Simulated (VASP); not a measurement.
# NaHF2 (R-3m) in VASP: further runs, part 2 of 2

VASP 6.6.1.

## (3) Single point, LDA (11.76 Å³/atom)

This run uses another cell than the first one, of 11.76 Å³/atom.

INCAR

```
PREC = Accurate ; ENCUT = 520
EDIFF = 1E-6 ; ISMEAR = -1
SIGMA = 0.02 ; LREAL = F
LASPH = T ; NELM = 60
ALGO = Normal ; ISIF = 2
LWAVE = F ; LCHARG = F
NBANDS = 19
```

KPOINTS

```
Automatic mesh
0
Gamma
  10 10 10
```

POSCAR

```
NaHF2
1.0
    1.7168445641      0.9912206713      4.6077364003
   -1.7168445641      0.9912206713      4.6077364003
    0.0000000000     -1.9824413425      4.6077364003
Na H F
1 1 2
Direct
    0.0000000000      0.0000000000      0.0000000000
    0.5000000000      0.5000000000      0.5000000000
    0.4100000000      0.4100000000      0.4100000000
    0.5900000000      0.5900000000      0.5900000000
```

Potentials or basis: VASP PAW LDA potentials, release 64 (Na_pv, H, F).

Run with:

```sh
$ cat potpaw_LDA.64/Na_pv/POTCAR potpaw_LDA.64/H/POTCAR potpaw_LDA.64/F/POTCAR > POTCAR
$ mpirun -np 1 vasp_std > vasp.out
```

OUTCAR:

```text
PREC = Accurate
   ENCUT = 520
   EDIFF = 1E-6
   ISMEAR = -1
   LREAL = F
   LASPH = T
   NELM = 60
   ISIF = 2

 ion  position               nearest neighbor table
   1  0.000  0.000  0.000-   4 2.25   4 2.25   3 2.25   3 2.25   4 2.25   3 2.25
   2  0.500  0.500  0.500-   3 1.24   4 1.24
   3  0.410  0.410  0.410-   2 1.24   1 2.25   1 2.25   1 2.25
   4  0.590  0.590  0.590-   2 1.24   1 2.25   1 2.25   1 2.25

  LATTYP: Found a trigonal (rhomboedric) cell.
 ALAT       =     5.0161049043
 COS(alpha) =     0.7657073146

  Lattice vectors:

 A1 = (   1.7168445641,   0.9912206713,   4.6077364003)
 A2 = (  -1.7168445641,   0.9912206713,   4.6077364003)
 A3 = (   0.0000000000,  -1.9824413425,   4.6077364003)

Analysis of symmetry for initial positions (statically):
=====================================================================
 Subroutine PRICEL returns:
 Original cell was already a primitive cell.

 Routine SETGRP: Setting up the symmetry group for a
 trigonal (rhombohedral) supercell.

 Subroutine GETGRP returns: Found 12 space group operations
[... 163 lines left out ...]
  ext. energy  EPLUGINS =         0.00000000
  ---------------------------------------------------
  free energy    TOTEN  =       -18.53572245 eV

  energy without entropy =      -18.53572245  energy(sigma->0) =      -18.53572245

 E-fermi :  -3.6951     XC(G=0):  -8.9267

 val. band max:       -4.2144023634   @ k =   0.5000   0.5000   0.5000
 cond. band min:       2.1799298686   @ k =   0.0000   0.0000   0.0000
 fundamental gap:      6.3943322320
 Fermi energy:        -3.6951244653

 k-point     1 :       0.0000    0.0000    0.0000
  band No.  band energies     occupation
      1     -23.9069      2.00000
      2     -23.2702      2.00000
      3     -22.1826      2.00000
      4     -22.1826      2.00000
      5     -21.9101      2.00000
      6      -8.6770      2.00000
[... 505 lines left out ...]
      6      -8.2035      2.00000
[... 11 lines left out ...]
     18      15.2985      0.00000
     19      15.6990      0.00000

 [... further k-points ...]
[... 5 lines left out ...]
  --------------------------------------------------------------------------------------
  -------------------------------------------------------------------------------------
  Total       -0.2987638     -0.2987638     -4.9206392      0.0000000     -0.0000000      0.0000000
  in kB      -10.1741535    -10.1741535   -167.5683133      0.0000000     -0.0000000      0.0000000
  external PRESSURE =     -62.6388735 kB  Pullay stress =       0.0000000 kB

 VOLUME and BASIS-vectors are now :
 -----------------------------------------------------------------------------
  energy-cutoff  :      520.00
  volume of cell :       47.05
      direct lattice vectors                 reciprocal lattice vectors
     1.716844564  0.991220671  4.607736400     0.291231956  0.168142848  0.072342101
    -1.716844564  0.991220671  4.607736400    -0.291231956  0.168142848  0.072342101
     0.000000000 -1.982441343  4.607736400     0.000000000 -0.336285696  0.072342101

 POSITION                                       TOTAL-FORCE (eV/Angst)
 -----------------------------------------------------------------------------------
      0.00000      0.00000      0.00000        -0.000000      0.000000     -0.000000
      0.00000      0.00000      6.91160         0.000000      0.000000     -0.000000
      0.00000      0.00000      5.66752        -0.000000      0.000000      2.073411
      0.00000      0.00000      8.15569        -0.000000     -0.000000     -2.073411
 -----------------------------------------------------------------------------------
    total drift:                                0.000000      0.000000     -0.000000

  FREE ENERGIE OF THE ION-ELECTRON SYSTEM (eV)
  ---------------------------------------------------
  free  energy   TOTEN  =       -18.5357224477 eV

  energy  without entropy=      -18.5357224477  energy(sigma->0) =      -18.53572245
```

stdout:

```text
POSCAR found type information on POSCAR NaH F
 POSCAR found :  3 types and       4 ions
 scaLAPACK will be used
 LDA part: xc-table for (Slater(with rela. corr.)+CA(PZ))
 , standard interpolation
 POSCAR, INCAR and KPOINTS ok, starting setup
 FFT: planning ... GRIDC
 FFT: planning ... GRID_SOFT
 FFT: planning ... GRID
 WAVECAR not read
 entering main loop
```

Wall time 4 min (1 thread of Intel Xeon 8259CL, shared host); peak memory 0.25 GiB.

Results:

```yaml
Free_energy: -18.5357 eV
Pressure: -6.3 GPa
Largest_force: 2.073 eV/Å
Band_gap_on_the_k_mesh: 6.39 eV (least direct gap 6.69 eV)
```

Forces in eV/Å, atoms in the order of the input:
```
Na   0.000  0.000  0.000
H    0.000  0.000  0.000
F    0.000  0.000  2.073
F    0.000  0.000 -2.073
```

Caveat: the stress differs along the axes, from -17 to -1 GPa; forces of over 1 eV/Å act on the atoms, so gaps and moduli don't describe the material at rest.

## (4) Single point, LDA

This run uses another cell than the first one, of 12.00 Å³/atom.

INCAR

```
SYSTEM = NaHF2
  PREC = Accurate
  ENCUT = 520
  EDIFF = 1E-6
  ISMEAR = -1
  SIGMA = 0.02
  LREAL = .FALSE.
  LASPH = .TRUE.
  NELM = 60
  ALGO = Normal
  ISIF = 2
  LWAVE = .FALSE.
  LCHARG = .FALSE.
  NBANDS = 19
```

KPOINTS

```
Automatic mesh
0
G
  10 10 10
  0 0 0
```

POSCAR

```
NaHF2
1.0
    1.7284452171      0.9979183114      4.6388706988
   -1.7284452171      0.9979183114      4.6388706988
    0.0000000000     -1.9958366228      4.6388706988
Na H F
1 1 2
Direct
    0.0000000000      0.0000000000      0.0000000000
    0.5000000000      0.5000000000      0.5000000000
    0.4100000000      0.4100000000      0.4100000000
    0.5900000000      0.5900000000      0.5900000000
```

Potentials or basis: VASP PAW LDA potentials, release 64 (Na_pv, H, F).

Run with:

```sh
$ cat potpaw_LDA.64/Na_pv/POTCAR potpaw_LDA.64/H/POTCAR potpaw_LDA.64/F/POTCAR > POTCAR
$ mpirun -np 1 vasp_std > vasp.out
```

OUTCAR:

```text
SYSTEM = NaHF2
   PREC = Accurate
   ENCUT = 520
   EDIFF = 1E-6
   ISMEAR = -1
   LREAL = .FALSE.
   LASPH = .TRUE.
   NELM = 60
   ISIF = 2

 ion  position               nearest neighbor table
   1  0.000  0.000  0.000-   4 2.26   4 2.26   3 2.26   3 2.26   4 2.26   3 2.26
   2  0.500  0.500  0.500-   3 1.25   4 1.25
   3  0.410  0.410  0.410-   2 1.25   1 2.26   1 2.26   1 2.26
   4  0.590  0.590  0.590-   2 1.25   1 2.26   1 2.26   1 2.26

  LATTYP: Found a trigonal (rhomboedric) cell.
 ALAT       =     5.0499985332
 COS(alpha) =     0.7657073146

  Lattice vectors:

 A1 = (   1.7284452171,   0.9979183114,   4.6388706988)
 A2 = (  -1.7284452171,   0.9979183114,   4.6388706988)
 A3 = (   0.0000000000,  -1.9958366228,   4.6388706988)

Analysis of symmetry for initial positions (statically):
=====================================================================
 Subroutine PRICEL returns:
 Original cell was already a primitive cell.

 Routine SETGRP: Setting up the symmetry group for a
 trigonal (rhombohedral) supercell.

 Subroutine GETGRP returns: Found 12 space group operations
 (whereof 12 operations were pure point group operations)
 out of a pool of 12 trial point group operations.

The static configuration has the point symmetry D_3d.

Analysis of symmetry for dynamics (positions and initial velocities):
=====================================================================
 Subroutine PRICEL returns:
 Original cell was already a primitive cell.

 Routine SETGRP: Setting up the symmetry group for a
 trigonal (rhombohedral) supercell.

 Subroutine GETGRP returns: Found 12 space group operations
 (whereof 12 operations were pure point group operations)
 out of a pool of 12 trial point group operations.

[... 114 lines left out ...]
   PSTRESS=    0.0 pullay stress
   NELECT =      22.0000    total number of electrons
   NUPDOWN=      -1.0000    fix difference up-down
   EMIN   =  10.00;   EMAX   =-10.00  energy-range for DOS
   EFERMI =   0.00;   METHOD = LEGACY
   ISMEAR =    -1;   SIGMA  =   0.02  broadening in eV -4-tet -1-fermi 0-gaus
   EFERMI_NEDOS =   21; number of points for ismear=-14 and -15
   IALGO  =     38    algorithm
   IMIX   =      4    mixing-type and parameters
     AMIX     =   0.40;   BMIX     =  1.00
     AMIX_MAG =   1.60;   BMIX_MAG =  1.00
  volume/ion in A,a.u.               =      12.00        80.99
  Fermi-wavevector in a.u.,A,eV,Ry     =   1.262150  2.385118 21.674393  1.593023
  Thomas-Fermi vector in A             =   2.395573
   LORBIT       =      0    0 simple, 1 ext, 2 COOP (PROOUT), +10 PAW based schemes
   GGA     = CA    functional components
   LHFCALC =     F    Hartree Fock is set to
   AEXX    =    0.0000 exact exchange contribution
   IVDW    =     0    specifies the selected vdW correction
   LEPSILON=     F    determine dielectric tensor
   LRPA    =     F    only Hartree local field effects (RPA)
 non-spin polarized calculation
  energy-cutoff  :      520.00
  volume of cell :       48.01
 maximum number of plane-waves:      1317
 NGX is ok and might be reduce to    40
   NGX = 19   NGY = 19   NGZ = 19

 number of electron      21.9999997 magnetization

 Free energy of the ion-electron system (eV)
  ---------------------------------------------------
  ext. energy  EPLUGINS =         0.00000000
  ---------------------------------------------------
  free energy    TOTEN  =       -18.49770961 eV

  energy without entropy =      -18.49770961  energy(sigma->0) =      -18.49770961

 E-fermi :  -3.8445     XC(G=0):  -8.8354

 val. band max:       -4.2955237041   @ k =   0.5000   0.5000   0.5000
 cond. band min:       2.0259503748   @ k =   0.0000   0.0000   0.0000
 fundamental gap:      6.3214740789
 Fermi energy:        -3.8444734327

 k-point     1 :       0.0000    0.0000    0.0000
  band No.  band energies     occupation
      1     -23.9296      2.00000
      2     -23.3306      2.00000
      3     -22.3187      2.00000
      4     -22.3187      2.00000
      5     -22.0504      2.00000
      6      -8.6826      2.00000
[... 505 lines left out ...]
      6      -8.2249      2.00000
[... 11 lines left out ...]
     18      15.0245      0.00000
     19      15.4190      0.00000

 [... further k-points ...]
[... 5 lines left out ...]
  --------------------------------------------------------------------------------------
  -------------------------------------------------------------------------------------
  Total       -0.4822984     -0.4822984     -5.3546823      0.0000000      0.0000000      0.0000000
  in kB      -16.0957889    -16.0957889   -178.7023084      0.0000000      0.0000000      0.0000000
  external PRESSURE =     -70.2979621 kB  Pullay stress =       0.0000000 kB

 VOLUME and BASIS-vectors are now :
 -----------------------------------------------------------------------------
  energy-cutoff  :      520.00
  volume of cell :       48.01
      direct lattice vectors                 reciprocal lattice vectors
     1.728445217  0.997918311  4.638870699     0.289277320  0.167014339  0.071856569
    -1.728445217  0.997918311  4.638870699    -0.289277320  0.167014339  0.071856569
     0.000000000 -1.995836623  4.638870699     0.000000000 -0.334028677  0.071856569

 POSITION                                       TOTAL-FORCE (eV/Angst)
 -----------------------------------------------------------------------------------
      0.00000      0.00000      0.00000         0.000000      0.000000      0.000000
      0.00000      0.00000      6.95831        -0.000000      0.000000      0.000000
      0.00000      0.00000      5.70581         0.000000      0.000000      2.123804
      0.00000      0.00000      8.21080         0.000000     -0.000000     -2.123804
 -----------------------------------------------------------------------------------
    total drift:                                0.000000      0.000000     -0.000000

  FREE ENERGIE OF THE ION-ELECTRON SYSTEM (eV)
  ---------------------------------------------------
  free  energy   TOTEN  =       -18.4977096104 eV

  energy  without entropy=      -18.4977096104  energy(sigma->0) =      -18.49770961
```

OSZICAR:

```text
N       E                     dE             d eps       ncg     rms          rms(c)
DAV:   1     0.190217759628E+03    0.19022E+03   -0.12054E+04  4432   0.124E+03
DAV:   2    -0.602296995012E+01   -0.19624E+03   -0.18598E+03  4706   0.356E+02
DAV:   3    -0.196517341071E+02   -0.13629E+02   -0.13571E+02  5240   0.932E+01
DAV:   4    -0.198219944748E+02   -0.17026E+00   -0.17018E+00  4998   0.111E+01
DAV:   5    -0.198240316038E+02   -0.20371E-02   -0.20371E-02  4873   0.121E+00    0.655E+00
DAV:   6    -0.185713226922E+02    0.12527E+01   -0.34423E+00  4836   0.154E+01    0.229E+00
DAV:   7    -0.185220463974E+02    0.49276E-01   -0.75353E-02  4681   0.222E+00    0.135E+00
DAV:   8    -0.184969640986E+02    0.25082E-01   -0.44579E-02  5073   0.223E+00    0.190E-01
DAV:   9    -0.184974133854E+02   -0.44929E-03   -0.41415E-03  4765   0.555E-01    0.872E-02
DAV:  10    -0.184976962896E+02   -0.28290E-03   -0.29707E-04  4629   0.193E-01    0.197E-02
DAV:  11    -0.184977079644E+02   -0.11675E-04   -0.83753E-05  4945   0.834E-02    0.143E-02
DAV:  12    -0.184977099204E+02   -0.19560E-05   -0.10299E-05  4730   0.305E-02    0.583E-03
DAV:  13    -0.184977096104E+02    0.30999E-06   -0.13406E-06  3173   0.123E-02
   1 F= -.18497710E+02 E0= -.18497710E+02  d E =-.236872E-11
```

stdout:

```text
POSCAR found type information on POSCAR NaH F
 POSCAR found :  3 types and       4 ions
 scaLAPACK will be used
 LDA part: xc-table for (Slater(with rela. corr.)+CA(PZ))
 , standard interpolation
 POSCAR, INCAR and KPOINTS ok, starting setup
 FFT: planning ... GRIDC
 FFT: planning ... GRID_SOFT
 FFT: planning ... GRID
 WAVECAR not read
 entering main loop
```

Wall time 4.3 min (1 thread of Intel Xeon 8259CL, shared host); peak memory 0.25 GiB.

What came out:

* Free energy: -18.4977 eV
* Pressure: -7.0 GPa
* Largest force: 2.124 eV/Å
* Band gap on the k mesh: 6.32 eV (least direct gap 6.62 eV)

Forces on the atoms (eV/Å):
```
Na   0.000  0.000  0.000
H    0.000  0.000  0.000
F    0.000  0.000  2.124
F    0.000  0.000 -2.124
```

Stress tensor (GPa, compression positive):
```
 -1.61   0.00   0.00
  0.00  -1.61   0.00
  0.00   0.00 -17.87
```

Caveat: the stress differs along the axes, from -18 to -2 GPa; forces of over 1 eV/Å act on the atoms, so gaps and moduli don't describe the material at rest.

## (5) The runs side by side

| cell | gap on the mesh (eV) | pressure (GPa) | largest force (eV/Å) |
| --- | --- | --- | --- |
| a = 4.947 Å, angles 40.0°, 4 atoms | 6.55 | -4.4 | 1.96 |
| a = 5.016 Å, angles 40.0°, 4 atoms | 6.39 | -6.3 | 2.07 |
| a = 5.050 Å, angles 40.0°, 4 atoms | 6.32 | -7.0 | 2.12 |

Alike in all rows: task single point; level LDA; potentials or basis VASP PAW LDA potentials, release 64 (Na_pv, H, F); no spin polarisation; k mesh 10 × 10 × 10; cutoff (eV) 520; smearing fermi-dirac 0.02 eV.

Caveats: forces of over 1 eV/Å act on the atoms, so gaps and moduli don't describe the material at rest; the stress differs along the axes, from -14 to 0 GPa (at least some runs); the stress differs along the axes, from -17 to -1 GPa (at least some runs); the stress differs along the axes, from -18 to -2 GPa (at least some runs).

Absolute energies hang on the potentials; compare differences alone.
